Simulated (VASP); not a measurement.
# TaRh3 (Pm-3m) in VASP: vibrations by perturbation theory with LDA

Aim: the vibrations by perturbation theory of TaRh3 with LDA.

All numbers are computed with VASP 6.6.1; they aren't measurements. Logs are shortened: lines on timing, memory, paths and dates and some standing lists are left out, and cuts for length are marked.

### 1 The cell of the first run

The structure is cubic, space group Pm-3m (No. 221). The conventional cell has a = 3.809 Å, b = 3.809 Å, c = 3.809 Å, α = 90.00°, β = 90.00°, γ = 90.00°. Within 3.6 Å of Ta (site symmetry m-3m) lie 12 Rh at 2.69 Å. Rh (site symmetry 4/mmm) has 4 Ta at 2.69 Å and 8 Rh at 2.69 Å within 3.6 Å.

### 2 Vibrations by perturbation theory, LDA

INCAR reads:

```
PREC = Accurate ; ENCUT = 520
EDIFF = 1E-8 ; ISMEAR = -1
SIGMA = 0.15 ; LREAL = F
LASPH = T ; NELM = 100
ALGO = Normal ; ISIF = 2
LWAVE = F ; LCHARG = T
GGA = CA ; IBRION = 8
NSW = 1
```

KPOINTS reads:

```
regular mesh
0
Gamma
  12 12 12
```

POSCAR reads:

```
TaRh3
1.0
    3.8092263771      0.0000000000      0.0000000000
    0.0000000000      3.8092263771      0.0000000000
    0.0000000000      0.0000000000      3.8092263771
Ta Rh
1 3
Direct
    0.0000000000      0.0000000000      0.0000000000
    0.0000000000      0.5000000000      0.5000000000
    0.5000000000      0.0000000000      0.5000000000
    0.5000000000      0.5000000000      0.0000000000
```

Potentials or basis: VASP PAW LDA potentials, release 64 (Ta_pv, Rh_pv).

Run with:

```sh
$ cat potpaw_LDA.64/Ta_pv/POTCAR potpaw_LDA.64/Rh_pv/POTCAR > POTCAR
$ mpirun -np 1 vasp_std > vasp.out
```

OUTCAR:

```text
PREC = Accurate
   ENCUT = 520
   EDIFF = 1E-8
   ISMEAR = -1
   LREAL = F
   LASPH = T
   NELM = 100
   ISIF = 2
   GGA = CA
   IBRION = 8
   NSW = 1

 ion  position               nearest neighbor table
   1  0.000  0.000  0.000-   2 2.69   3 2.69   4 2.69   2 2.69   3 2.69   2 2.69   4 2.69   2 2.69
                             3 2.69   4 2.69   3 2.69   4 2.69
   2  0.000  0.500  0.500-   1 2.69   3 2.69   4 2.69   1 2.69   4 2.69   1 2.69   3 2.69   1 2.69
                             3 2.69   4 2.69   4 2.69   3 2.69
   3  0.500  0.000  0.500-   1 2.69   2 2.69   4 2.69   1 2.69   4 2.69   2 2.69   4 2.69   4 2.69
                             1 2.69   2 2.69   1 2.69   2 2.69
   4  0.500  0.500  0.000-   1 2.69   2 2.69   3 2.69   2 2.69   3 2.69   1 2.69   3 2.69   3 2.69
                             1 2.69   2 2.69   2 2.69   1 2.69

  LATTYP: Found a simple cubic cell.
 ALAT       =     3.8092263771

  Lattice vectors:

 A1 = (   3.8092263771,   0.0000000000,   0.0000000000)
 A2 = (   0.0000000000,   3.8092263771,   0.0000000000)
 A3 = (   0.0000000000,   0.0000000000,   3.8092263771)

Analysis of symmetry for initial positions (statically):
=====================================================================
 Subroutine PRICEL returns:
 Original cell was already a primitive cell.

 Routine SETGRP: Setting up the symmetry group for a
 simple cubic supercell.

 Subroutine GETGRP returns: Found 48 space group operations
 (whereof 48 operations were pure point group operations)
 out of a pool of 48 trial point group operations.

The static configuration has the point symmetry O_h .

Analysis of symmetry for dynamics (positions and initial velocities):
=====================================================================
 Subroutine PRICEL returns:
 Original cell was already a primitive cell.

 Routine SETGRP: Setting up the symmetry group for a
 simple cubic supercell.

 Subroutine GETGRP returns: Found 48 space group operations
 (whereof 48 operations were pure point group operations)
 out of a pool of 48 trial point group operations.

The dynamic configuration has the point symmetry O_h .

 Subroutine INISYM returns: Found 48 space group operations
 (whereof 48 operations are pure point group operations),
 and found     1 'primitive' translations

----------------------------------------------------------------------------------------

                                     Primitive cell

  volume of cell :      55.2727

  direct lattice vectors                    reciprocal lattice vectors
     3.809226377  0.000000000  0.000000000     0.262520497  0.000000000  0.000000000
     0.000000000  3.809226377  0.000000000     0.000000000  0.262520497  0.000000000
     0.000000000  0.000000000  3.809226377     0.000000000  0.000000000  0.262520497

  length of vectors
     3.809226377  3.809226377  3.809226377     0.262520497  0.262520497  0.262520497

  position of ions in fractional coordinates (direct lattice)
     0.000000000  0.000000000  0.000000000
     0.000000000  0.500000000  0.500000000
     0.500000000  0.000000000  0.500000000
     0.500000000  0.500000000  0.000000000

  ion indices of the primitive-cell ions
   primitive index   ion index
                 1           1
                 2           2
                 3           3
[... 126 lines left out ...]
 fundamental gap:      0.0072797282
 Fermi energy:        10.9830513767

 k-point     1 :       0.0000    0.0000    0.0000
  band No.  band energies     occupation
      1     -35.6470      2.00000
      2     -35.6470      2.00000
      3     -35.6470      2.00000
      4     -35.3756      2.00000
      5     -35.3756      2.00000
      6     -35.3756      2.00000
[... 853 lines left out ...]
     32      13.1341      0.00000
     33      13.2362      0.00000

 [... further k-points ...]
[... 5 lines left out ...]
  --------------------------------------------------------------------------------------
  -------------------------------------------------------------------------------------
  Total        1.4396565      1.4396565      1.4396565     -0.0000000     -0.0000000      0.0000000
  in kB       41.7310304     41.7310304     41.7310304     -0.0000000     -0.0000000      0.0000000
  external PRESSURE =      41.7310304 kB  Pullay stress =       0.0000000 kB

 VOLUME and BASIS-vectors are now :
 -----------------------------------------------------------------------------
  energy-cutoff  :      520.00
  volume of cell :       55.27
      direct lattice vectors                 reciprocal lattice vectors
     3.809226377  0.000000000  0.000000000     0.262520497  0.000000000  0.000000000
     0.000000000  3.809226377  0.000000000     0.000000000  0.262520497  0.000000000
     0.000000000  0.000000000  3.809226377     0.000000000  0.000000000  0.262520497

 POSITION                                       TOTAL-FORCE (eV/Angst)
 -----------------------------------------------------------------------------------
      0.00000      0.00000      0.00000         0.000000      0.000000      0.000000
      0.00000      1.90461      1.90461         0.000000      0.000000      0.000000
      1.90461      0.00000      1.90461         0.000000      0.000000      0.000000
      1.90461      1.90461      0.00000         0.000000      0.000000      0.000000
 -----------------------------------------------------------------------------------
    total drift:                                0.000000      0.000000      0.000000

  FREE ENERGIE OF THE ION-ELECTRON SYSTEM (eV)
  ---------------------------------------------------
  free  energy   TOTEN  =       -41.4484237995 eV

  energy  without entropy=      -41.2829095885  energy(sigma->0) =      -41.36566669

[... ionic steps 2 to 3 ...]

--------------------------------------- Ionic step        4  -------------------------------------------

------------------------ aborting loop because EDIFF is reached ----------------------------------------

[... ionic steps 5 to 6 ...]

--------------------------------------- Ionic step        7  -------------------------------------------

------------------------ aborting loop because EDIFF is reached ----------------------------------------

--------------------------------------- Ionic step        8  -------------------------------------------

 Free energy of the ion-electron system (eV)
  ---------------------------------------------------
  ---------------------------------------------------
  free energy    TOTEN  =        -0.53365265 eV

  energy without entropy =       -0.53365266

------------------------ aborting loop because EDIFF is reached ----------------------------------------

 INTERNAL STRAIN TENSOR  FOR ION    2  DIRECTION 2   (eV/Angst):
 -----------------------------------------------------------------------------
    -0.01904  0.00000  0.00000
     0.00000  0.03075  0.00000
     0.00000  0.00000 -0.01092

 INTERNAL STRAIN TENSOR FOR ION    4 for displacements in x,y,z  (eV/Angst):
          X           Y           Z          XY          YZ          ZX
  --------------------------------------------------------------------------------
  x     0.00000     0.00000     0.00000     0.00000     0.00000     0.00000
  y     0.00000     0.00000     0.00000     0.00000     0.00000     0.00000
  z     0.00000     0.00000     0.00000     0.00000     0.00000     0.00000

 SECOND DERIVATIVES (NOT SYMMETRIZED)
 ------------------------------------
               1X          1Y          1Z          2X          2Y          2Z          3X          3Y          3Z          4X          4Y          4Z
  1X    -8.316961   -0.000000    0.000000    1.164310   -0.000000    0.000000    3.576325    0.000000    0.000000    3.576325   -0.000000    0.000000
  1Y     0.000000   -8.316961   -0.000000    0.000000    3.576325    0.000000   -0.000000    1.164310    0.000000   -0.000000    3.576325   -0.000000
  1Z     0.000000    0.000000   -8.316961   -0.000000   -0.000000    3.576325   -0.000000   -0.000000    3.576325   -0.000000   -0.000000    1.164310
  2X     1.166342    0.000000    0.000000  -14.102941   -0.000000    0.000000    6.468300   -0.000000    0.000000    6.468300   -0.000000    0.000000
  2Y     0.000000    3.582747    0.000000    0.000000  -11.806712    0.000000    0.000000    6.465335    0.000000    0.000000    1.758629    0.000000
  2Z     0.000000    0.000000    3.582747    0.000000    0.000000  -11.806712    0.000000    0.000000    1.758629    0.000000    0.000000    6.465335
  3X     3.582747    0.000000    0.000000    6.465335    0.000000    0.000000  -11.806712    0.000000    0.000000    1.758629    0.000000    0.000000
  3Y     0.000000    1.166342   -0.000000   -0.000000    6.468300   -0.000000   -0.000000  -14.102941    0.000000   -0.000000    6.468300   -0.000000
  3Z     0.000000    0.000000    3.582747    0.000000    0.000000    1.758629    0.000000    0.000000  -11.806712    0.000000    0.000000    6.465335
  4X     3.582747    0.000000    0.000000    6.465335    0.000000    0.000000    1.758629    0.000000    0.000000  -11.806712    0.000000    0.000000
  4Y     0.000000    3.582747    0.000000    0.000000    1.758629    0.000000    0.000000    6.465335    0.000000    0.000000  -11.806712    0.000000
  4Z     0.000000    0.000000    1.166342    0.000000    0.000000    6.468300    0.000000    0.000000    6.468300    0.000000    0.000000  -14.102941

 Eigenvectors and eigenvalues of the dynamical matrix
 ----------------------------------------------------

   1 f  =    7.166007 THz    45.025352 2PiTHz  239.032273 cm-1    29.636211 meV
             X         Y         Z           dx          dy          dz
      0.000000  0.000000  0.000000    -0.103223    0.015492   -0.000000
      0.000000  1.904613  1.904613    -0.754835   -0.066914   -0.000000
      1.904613  0.000000  1.904613     0.445836    0.113290    0.000000
      1.904613  1.904613  0.000000     0.445836   -0.066914   -0.000000
[... 71 lines left out ...]
  12 f/i=    0.001904 THz     0.011966 2PiTHz    0.063526 cm-1     0.007876 meV
             X         Y         Z           dx          dy          dz
      0.000000  0.000000  0.000000     0.012969   -0.024960    0.607600
      0.000000  1.904613  1.904613     0.009770   -0.018807    0.457811
      1.904613  0.000000  1.904613     0.009772   -0.018803    0.457811
      1.904613  1.904613  0.000000     0.009772   -0.018807    0.457714

--------------------------------------------------------------------------------------------------------

 ELASTIC MODULI CONTR FROM IONIC RELAXATION (kBar)
 Direction    XX          YY          ZZ          XY          YZ          ZX
 --------------------------------------------------------------------------------
 XX           0.0000      0.0000      0.0000      0.0000      0.0000      0.0000
 YY           0.0000      0.0000      0.0000      0.0000      0.0000      0.0000
 ZZ           0.0000      0.0000      0.0000      0.0000      0.0000      0.0000
 XY           0.0000      0.0000      0.0000      0.0000      0.0000      0.0000
 YZ           0.0000      0.0000      0.0000      0.0000      0.0000      0.0000
 ZX           0.0000      0.0000      0.0000      0.0000      0.0000      0.0000
 --------------------------------------------------------------------------------
```

It took 46 min on 1 thread of Oxide Virtual Turin-like, shared host; peak memory 1.1 GiB.

What came out:

| Property | Result |
| --- | --- |
| Highest phonon frequency at Γ | 239 cm⁻¹ |

Phonon frequencies in cm⁻¹ (negative: imaginary):
```tsv
q point	frequencies
(0.000, 0.000, 0.000)	0 0 0 138 138 138 189 189 189 239 239 239
```

Caveat: the cell stands under pressure or tension, which shifts response properties; spin-orbit coupling is left out, which moves the levels of the heavy elements.
